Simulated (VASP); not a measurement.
# Si2Mo (MoSi2 type) (I4/mmm) in VASP: a series of runs

Si2Mo (MoSi2 type) is run at these levels: PBEsol; tasks: single point, relaxation of shape and atoms at fixed volume.

All numbers are computed with VASP 6.6.1; they aren't measurements. Logs are shortened: lines on timing, memory, paths and dates and some standing lists are left out, and cuts for length are marked.

## Step 1: The cell of the first run

Symmetry: I4/mmm, No. 139, tetragonal system. Conventional cell: a = 3.190 Å, b = 3.190 Å, c = 7.820 Å, α = 90.00°, β = 90.00°, γ = 90.00°. Mo (site symmetry 4/mmm) has 10 Si at 2.60 to 2.62 Å and 4 Mo at 3.19 Å within 3.4 Å. Within 3.4 Å of Si (site symmetry 4mm) lie 9 Si at 2.58 to 3.19 Å and 5 Mo at 2.60 to 2.62 Å.

## Step 2: Single point, PBEsol (13.26 Å³/atom)

INCAR

```
SYSTEM = Si2Mo
PREC = Accurate
ENCUT = 520
EDIFF = 1E-6
ISMEAR = -1
SIGMA = 0.05
LREAL = .False.
LASPH = .True.
NELM = 100
ALGO = Normal
ISIF = 2
LWAVE = .False.
LCHARG = .False.
GGA = PS
NBANDS = 18
```

KPOINTS

```
Automatic mesh
0
Gamma
  14 14 14
  0 0 0
```

POSCAR

```
Si2Mo
1.0
   -1.5949805018      1.5949805018      3.9101974232
    1.5949805018     -1.5949805018      3.9101974232
    1.5949805018      1.5949805018     -3.9101974232
Mo Si
1 2
Direct
    0.0000000000      0.0000000000      0.0000000000
    0.3350738262      0.3350738262      0.0000000000
   -0.3350738262     -0.3350738262      0.0000000000
```

Potentials or basis: VASP PAW PBE potentials, release 64 (Mo_sv, Si).

The run is started by

```bash
$ cat potpaw_PBE.64/Mo_sv/POTCAR potpaw_PBE.64/Si/POTCAR > POTCAR
$ mpirun -np 1 vasp_std > vasp.out
```

OUTCAR:

```text
SYSTEM = Si2Mo
   PREC = Accurate
   ENCUT = 520
   EDIFF = 1E-6
   ISMEAR = -1
   LREAL = .False.
   LASPH = .True.
   NELM = 100
   ISIF = 2
   GGA = PS

 ion  position               nearest neighbor table
   1  0.000  0.000  0.000-   3 2.60   3 2.60   3 2.60   2 2.60   3 2.60   2 2.60   2 2.60   2 2.60
                             2 2.62   3 2.62
   2  0.335  0.335  0.000-   3 2.58   1 2.60   1 2.60   1 2.60   1 2.60   3 2.62   3 2.62   3 2.62
                             3 2.62   1 2.62
   3  0.665  0.665  0.000-   2 2.58   1 2.60   1 2.60   1 2.60   1 2.60   2 2.62   2 2.62   2 2.62
                             2 2.62   1 2.62

  LATTYP: Found a body centered tetragonal cell.
 ALAT       =     3.1899610036
 C/A-ratio  =     2.4515644039

  Lattice vectors:

 A1 = (  -1.5949805018,   1.5949805018,   3.9101974232)
 A2 = (   1.5949805018,  -1.5949805018,   3.9101974232)
 A3 = (   1.5949805018,   1.5949805018,  -3.9101974232)

Analysis of symmetry for initial positions (statically):
=====================================================================
 Subroutine PRICEL returns:
 Original cell was already a primitive cell.

 Routine SETGRP: Setting up the symmetry group for a
 body centered tetragonal supercell.

 Subroutine GETGRP returns: Found 16 space group operations
 (whereof 16 operations were pure point group operations)
 out of a pool of 16 trial point group operations.

The static configuration has the point symmetry D_4h.

Analysis of symmetry for dynamics (positions and initial velocities):
=====================================================================
 Subroutine PRICEL returns:
 Original cell was already a primitive cell.

 Routine SETGRP: Setting up the symmetry group for a
 body centered tetragonal supercell.

 Subroutine GETGRP returns: Found 16 space group operations
 (whereof 16 operations were pure point group operations)
 out of a pool of 16 trial point group operations.

The dynamic configuration has the point symmetry D_4h.

 Subroutine INISYM returns: Found 16 space group operations
 (whereof 16 operations are pure point group operations),
 and found     1 'primitive' translations

----------------------------------------------------------------------------------------

                                     Primitive cell

  volume of cell :      39.7896

  direct lattice vectors                    reciprocal lattice vectors
    -1.594980502  1.594980502  3.910197423     0.000000000  0.313483456  0.127870781
     1.594980502 -1.594980502  3.910197423     0.313483456  0.000000000  0.127870781
     1.594980502  1.594980502 -3.910197423     0.313483456  0.313483456  0.000000000

  length of vectors
     4.514152134  4.514152134  4.514152134     0.338559912  0.338559912  0.443332555

  position of ions in fractional coordinates (direct lattice)
     0.000000000  0.000000000  0.000000000
     0.335073826  0.335073826  0.000000000
     0.664926174  0.664926174  0.000000000

  ion indices of the primitive-cell ions
   primitive index   ion index
                 1           1
                 2           2
                 3           3

----------------------------------------------------------------------------------------

 KPOINTS: Automatic mesh

Automatic generation of k-mesh.
 Grid dimensions read from file:
 generate k-points for:   14   14   14

 Generating k-lattice:

  Cartesian coordinates                     Fractional coordinates (reciprocal lattice)
     0.000000000  0.022391675  0.009133627     0.071428571  0.000000000  0.000000000
     0.022391675  0.000000000  0.009133627     0.000000000  0.071428571  0.000000000
     0.022391675  0.022391675  0.000000000     0.000000000  0.000000000  0.071428571

  Length of vectors
     0.024182851  0.024182851  0.031666611

  Shift w.r.t. Gamma in fractional coordinates (k-lattice)
     0.000000000  0.000000000  0.000000000

 Subroutine IBZKPT returns following result:
 ===========================================

 Found    244 irreducible k-points:

 Following reciprocal coordinates:
            Coordinates               Weight
  0.000000  0.000000  0.000000      1.000000
  0.071429 -0.000000  0.000000      8.000000
  0.142857 -0.000000  0.000000      8.000000
  0.214286 -0.000000  0.000000      8.000000
  0.285714 -0.000000  0.000000      8.000000
  0.357143  0.000000 -0.000000      8.000000
[... 16 lines left out ...]
  0.214286  0.142857  0.000000     16.000000
  0.285714  0.142857  0.000000     16.000000
 [... further k-points ...]
   k-points           NKPTS =    244   k-points in BZ     NKDIM =    244   number of bands    NBANDS=     18
   number of dos      NEDOS =    301   number of ions     NIONS =      3
   total plane-waves  NPLWV =  46656
   dimension x,y,z NGX =    36 NGY =   36 NGZ =   36
   dimension x,y,z NGXF=    72 NGYF=   72 NGZF=   72
   ions per type =               1   2
   NGX,Y,Z   is equivalent  to a cutoff of  13.26, 13.26, 13.26 a.u.
   NGXF,Y,Z  is equivalent  to a cutoff of  26.52, 26.52, 26.52 a.u.
 SYSTEM =  Si2Mo
   PREC   = accura    normal or accurate (medium, high low for compatibility)
   ISTART =      0    job   : 0-new  1-cont  2-samecut
   ICHARG =      2    charge: 1-file 2-atom 10-const
   ISPIN  =      1    spin polarized calculation?
   LNONCOLLINEAR =      F non collinear calculations
   LSORBIT =      F    spin-orbit coupling
   LASPH  =      T    aspherical Exc in radial PAW
   ENCUT  =  520.0 eV  38.22 Ry    6.18 a.u.   8.39  8.39  8.39*2*pi/ulx,y,z
   NELM   =    100;   NELMIN=  2; NELMDL= -5     # of ELM steps
   EDIFF  = 0.1E-05   stopping-criterion for ELM
   LREAL  =      F    real-space projection
   EDIFFG = 0.1E-04   stopping-criterion for IOM
   NSW    =      0    number of steps for IOM
   IBRION =     -1    ionic relax: 0-MD 1-quasi-New 2-CG
   NFREE  =      0    steps in history (QN), initial steepest desc. (CG)
   ISIF   =      2    stress and relaxation
   ISYM   =      2    0-nonsym 1-usesym 2-fastsym
   POTIM  = 0.5000    time-step for ionic-motion
   TEBEG  =    0.0;   TEEND  =   0.0 temperature during run
   PSTRESS=    0.0 pullay stress
   NELECT =      22.0000    total number of electrons
   NUPDOWN=      -1.0000    fix difference up-down
   EMIN   =  10.00;   EMAX   =-10.00  energy-range for DOS
   EFERMI =   0.00;   METHOD = LEGACY
   ISMEAR =    -1;   SIGMA  =   0.05  broadening in eV -4-tet -1-fermi 0-gaus
   EFERMI_NEDOS =   21; number of points for ismear=-14 and -15
   IALGO  =     38    algorithm
   IMIX   =      4    mixing-type and parameters
     AMIX     =   0.40;   BMIX     =  1.00
     AMIX_MAG =   1.60;   BMIX_MAG =  1.00
  volume/ion in A,a.u.               =      13.26        89.50
  Fermi-wavevector in a.u.,A,eV,Ry     =   1.343670  2.539168 24.564621  1.805449
  Thomas-Fermi vector in A             =   2.471725
   LORBIT       =      0    0 simple, 1 ext, 2 COOP (PROOUT), +10 PAW based schemes
   GGA     = PS    functional components
   LHFCALC =     F    Hartree Fock is set to
   AEXX    =    0.0000 exact exchange contribution
   IVDW    =     0    specifies the selected vdW correction
   LEPSILON=     F    determine dielectric tensor
   LRPA    =     F    only Hartree local field effects (RPA)
 non-spin polarized calculation
  energy-cutoff  :      520.00
  volume of cell :       39.79
 maximum number of plane-waves:      1104
 NGX is ok and might be reduce to    36
   NGX = 17   NGY = 17   NGZ = 17

 number of electron      22.0000000 magnetization

 Free energy of the ion-electron system (eV)
  ---------------------------------------------------
  ext. energy  EPLUGINS =         0.00000000
  ---------------------------------------------------
  free energy    TOTEN  =       -25.07998679 eV

  energy without entropy =      -25.07777072  energy(sigma->0) =      -25.07887875

 E-fermi :  12.3538     XC(G=0): -12.5635

 val. band max:       12.2749327171   @ k =  -0.3571  -0.4286   0.3571
 cond. band min:      12.3961567475   @ k =  -0.4286  -0.4286   0.3571
 fundamental gap:      0.1212240304
 Fermi energy:        12.3538368496

 k-point     1 :       0.0000    0.0000    0.0000
  band No.  band energies     occupation
      1     -48.2651      2.00000
      2     -22.4559      2.00000
      3     -22.3717      2.00000
      4     -22.3717      2.00000
      5      -1.1606      2.00000
      6       5.8695      2.00000
[... 10 lines left out ...]
     17      17.5441      0.00000
     18      17.5441      0.00000

 k-point     2 :       0.0714   -0.0000    0.0000
  band No.  band energies     occupation
      1     -48.2641      2.00000
      2     -22.4549      2.00000
      3     -22.3854      2.00000
      4     -22.3704      2.00000
      5      -1.0665      2.00000
      6       5.8787      2.00000
[... 10 lines left out ...]
     17      17.6078      0.00000
     18      18.1115      0.00000

 k-point     3 :       0.1429   -0.0000    0.0000
  band No.  band energies     occupation
      1     -48.2614      2.00000
      2     -22.4521      2.00000
      3     -22.4234      2.00000
      4     -22.3669      2.00000
      5      -0.7879      2.00000
      6       5.8746      2.00000
[... 10 lines left out ...]
     17      18.0055      0.00000
     18      19.2708      0.00000

 k-point     4 :       0.2143   -0.0000    0.0000
  band No.  band energies     occupation
      1     -48.2574      2.00000
      2     -22.4783      2.00000
      3     -22.4477      2.00000
      4     -22.3617      2.00000
      5      -0.3356      2.00000
      6       5.7323      2.00000
[... 10 lines left out ...]
     17      18.8715      0.00000
     18      20.6748      0.00000

 k-point     5 :       0.2857   -0.0000    0.0000
  band No.  band energies     occupation
      1     -48.2531      2.00000
      2     -22.5384      2.00000
      3     -22.4431      2.00000
      4     -22.3560      2.00000
      5       0.2729      2.00000
      6       5.2725      2.00000
[... 10 lines left out ...]
     17      19.5301      0.00000
     18      21.3616      0.00000

 k-point     6 :       0.3571    0.0000   -0.0000
  band No.  band energies     occupation
      1     -48.2491      2.00000
      2     -22.5920      2.00000
      3     -22.4389      2.00000
      4     -22.3509      2.00000
      5       1.0138      2.00000
      6       4.5400      2.00000
[... 10 lines left out ...]
     17      19.2858      0.00000
     18      21.2217      0.00000

 k-point     7 :       0.4286   -0.0000    0.0000
  band No.  band energies     occupation
      1     -48.2464      2.00000
      2     -22.6288      2.00000
      3     -22.4360      2.00000
      4     -22.3473      2.00000
      5       1.8557      2.00000
      6       3.6761      2.00000
[... 10 lines left out ...]
     17      18.9245      0.00000
     18      20.0500      0.00000

 k-point     8 :       0.5000   -0.0000    0.0000
  band No.  band energies     occupation
      1     -48.2454      2.00000
      2     -22.6419      2.00000
      3     -22.4350      2.00000
      4     -22.3460      2.00000
      5       2.7134      2.00000
      6       2.8078      2.00000
[... 10 lines left out ...]
     17      18.7968      0.00000
     18      19.4826      0.00000
[... 229 lines left out ...]
     17      18.4715      0.00000
     18      20.6590      0.00000

 k-point    20 :      -0.1429    0.0714   -0.0000
  band No.  band energies     occupation
      1     -48.2605      2.00000
      2     -22.4499      2.00000
      3     -22.4220      2.00000
      4     -22.3802      2.00000
      5      -0.7503      2.00000
      6       6.1353      2.00000
[... 10 lines left out ...]
     17      18.0781      0.00000
     18      19.3010      0.00000

 k-point    21 :      -0.0714    0.0714    0.0000
  band No.  band energies     occupation
      1     -48.2632      2.00000
      2     -22.4533      2.00000
      3     -22.3850      2.00000
      4     -22.3830      2.00000
      5      -1.0005      2.00000
      6       6.0127      2.00000
[... 10 lines left out ...]
     17      17.8698      0.00000
     18      18.2558      0.00000

 k-point    22 :       0.1429    0.1429    0.0000
  band No.  band energies     occupation
      1     -48.2577      2.00000
      2     -22.4501      2.00000
      3     -22.4210      2.00000
      4     -22.4151      2.00000
      5      -0.3269      2.00000
      6       5.4588      2.00000
[... 10 lines left out ...]
     17      19.1601      0.00000
     18      19.6213      0.00000

 k-point    23 :       0.2143    0.1429    0.0000
  band No.  band energies     occupation
      1     -48.2538      2.00000
      2     -22.4728      2.00000
      3     -22.4455      2.00000
      4     -22.4121      2.00000
      5       0.1508      2.00000
      6       5.2562      2.00000
[... 10 lines left out ...]
     17      19.1220      0.00000
     18      20.6674      0.00000

 k-point    24 :       0.2857    0.1429    0.0000
  band No.  band energies     occupation
      1     -48.2494      2.00000
      2     -22.5319      2.00000
      3     -22.4407      2.00000
      4     -22.4058      2.00000
      5       0.7679      2.00000
      6       4.9441      2.00000
[... 10 lines left out ...]
     17      19.6566      0.00000
     18      20.8029      0.00000

 [... further k-points ...]

------------------------ aborting loop because EDIFF is reached ----------------------------------------

  FORCE on cell =-STRESS in cart. coord.  units (eV):
  Direction    XX          YY          ZZ          XY          YZ          ZX
  --------------------------------------------------------------------------------------
  -------------------------------------------------------------------------------------
  Total        0.1077327      0.1077327      0.1080546      0.0000000      0.0000000     -0.0000000
  in kB        4.3379928      4.3379928      4.3509547      0.0000000      0.0000000     -0.0000000
  external PRESSURE =       4.3423135 kB  Pullay stress =       0.0000000 kB

 VOLUME and BASIS-vectors are now :
 -----------------------------------------------------------------------------
  energy-cutoff  :      520.00
  volume of cell :       39.79
      direct lattice vectors                 reciprocal lattice vectors
    -1.594980502  1.594980502  3.910197423     0.000000000  0.313483456  0.127870781
     1.594980502 -1.594980502  3.910197423     0.313483456  0.000000000  0.127870781
     1.594980502  1.594980502 -3.910197423     0.313483456  0.313483456  0.000000000

 POSITION                                       TOTAL-FORCE (eV/Angst)
 -----------------------------------------------------------------------------------
      0.00000      0.00000      0.00000        -0.000000     -0.000000     -0.000000
      0.00000      0.00000      2.62041         0.000000      0.000000     -0.005088
      0.00000      0.00000      5.19999         0.000000      0.000000      0.005088
 -----------------------------------------------------------------------------------
    total drift:                                0.000000      0.000000      0.000000

  FREE ENERGIE OF THE ION-ELECTRON SYSTEM (eV)
  ---------------------------------------------------
  free  energy   TOTEN  =       -25.0799867864 eV

  energy  without entropy=      -25.0777707189  energy(sigma->0) =      -25.07887875
```

Wall time 2.9 min (1 thread of Intel Xeon 8259CL, shared host); peak memory 0.32 GiB.

What came out:

```
Free energy            : -25.0800 eV
Pressure               : 0.4 GPa
Largest force          : 0.005 eV/Å
Band gap on the k mesh : zero (bands 11 and 12 overlap by 0.95 eV)
```

Forces in eV/Å, atoms in the order of the input:
```
Mo   0.000  0.000  0.000
Si   0.000  0.000 -0.005
Si   0.000  0.000  0.005
```

Caveat: the PAW data sets were made with another functional, which shifts forces and pressure a little.

## Step 3: Relaxation of shape and atoms at fixed volume, PBEsol

This run uses another cell than the first one, of 8.22 Å³/atom.

INCAR

```
SYSTEM = Si2Mo
  ALGO = Normal
  EDIFF = 1E-6
  EDIFFG = -0.005
  ENCUT = 600
  GGA = PS
  IBRION = 2
  ISIF = 4
  ISMEAR = -1
  LASPH = .True.
  LCHARG = .False.
  LREAL = .False.
  LWAVE = .False.
  NELM = 80
  NSW = 50
  PREC = Accurate
  SIGMA = 0.05
```

KPOINTS

```
k-points
0
Gamma
  14 14 14
  0 0 0
```

POSCAR

```
Si2Mo
1.0
   -1.3600429017      1.3600429017      3.3342327656
    1.3600429017     -1.3600429017      3.3342327656
    1.3600429017      1.3600429017     -3.3342327656
Mo Si
1 2
Direct
    0.0000000000      0.0000000000      0.0000000000
    0.3350738262      0.3350738262      0.0000000000
   -0.3350738262     -0.3350738262      0.0000000000
```

Potentials or basis: VASP PAW PBE potentials, release 64 (Mo_sv, Si).

The run is started by

```bash
$ cat potpaw_PBE.64/Mo_sv/POTCAR potpaw_PBE.64/Si/POTCAR > POTCAR
$ mpirun -np 1 vasp_std > vasp.out
```

Run time: 6.2 min. Hardware: 1 thread of Intel Xeon 8259CL, shared host; peak memory 0.27 GiB.

The run converged. Its results:

```
Free energy               : -16.0668 eV
Energy gained by relaxing : 53.5 meV/atom
Ionic steps               : 9
Pressure after relaxing   : 285.3 GPa
Band gap on the k mesh    : zero (bands 11 and 12 overlap by 2.13 eV)
```

Forces in eV/Å, atoms in the order of the input:
```
Mo   0.000  0.000  0.000
Si   0.000  0.000  0.003
Si   0.000  0.000 -0.003
```

Stress tensor (GPa, compression positive):
```
285.31   0.00   0.00
  0.00 285.31   0.00
  0.00   0.00 285.40
```

The path:
| step | energy change (eV) | largest force (eV/Å) | pressure (GPa) | volume (Å³) |
| --- | --- | --- | --- | --- |
| 1 | 0.0000 | 1.8064 | 291.00 | 24.67 |
| 2 | 0.0935 | 2.4361 | 280.12 | 24.67 |
| 3 | -0.1579 | 0.3702 | 285.42 | 24.67 |
| 4 | -0.1581 | 0.3211 | 285.53 | 24.67 |
| 5 | -0.1519 | 0.5434 | 284.93 | 24.67 |
| 6 | -0.1605 | 0.0166 | 285.25 | 24.67 |
| 7 | -0.1605 | 0.0227 | 285.30 | 24.67 |
| 8 | -0.1605 | 0.0128 | 285.37 | 24.67 |
| 9 | -0.1605 | 0.0026 | 285.34 | 24.67 |

Final structure:
```
CELL_PARAMETERS angstrom
-1.33868 1.33868 3.44149
1.33868 -1.33868 3.44149
1.33868 1.33868 -3.44149
ATOMIC_POSITIONS crystal
Mo 0.00000 0.00000 0.00000
Si 0.32984 0.32984 0.00000
Si 0.67016 0.67016 0.00000
```

Levels at points of the mesh, in eV from the Fermi level:
```
           k point  band 8  band 9  band 10  band 11  band 12  band 13  band 14  band 15
(0.00, 0.00, 0.00)   -3.96   -3.96    -2.93     0.64     1.15     6.35     6.80     7.13
(0.50, 0.00, 0.00)   -5.11   -5.05    -3.83    -1.30     4.37     4.39     4.63     7.42
(0.50, 0.50, 0.00)   -6.54   -6.00    -4.77     0.24     3.92     4.90     5.10     5.65
(0.50, 0.50, 0.50)   -4.58   -1.19    -1.19     0.29     0.29     1.46     5.52     5.97
```

Caveat: the PAW data sets were made with another functional, which shifts forces and pressure a little.

(Continued in part 2 of 2.)

The gap in the log of VASP goes by the Fermi energy; the results here count the filled bands.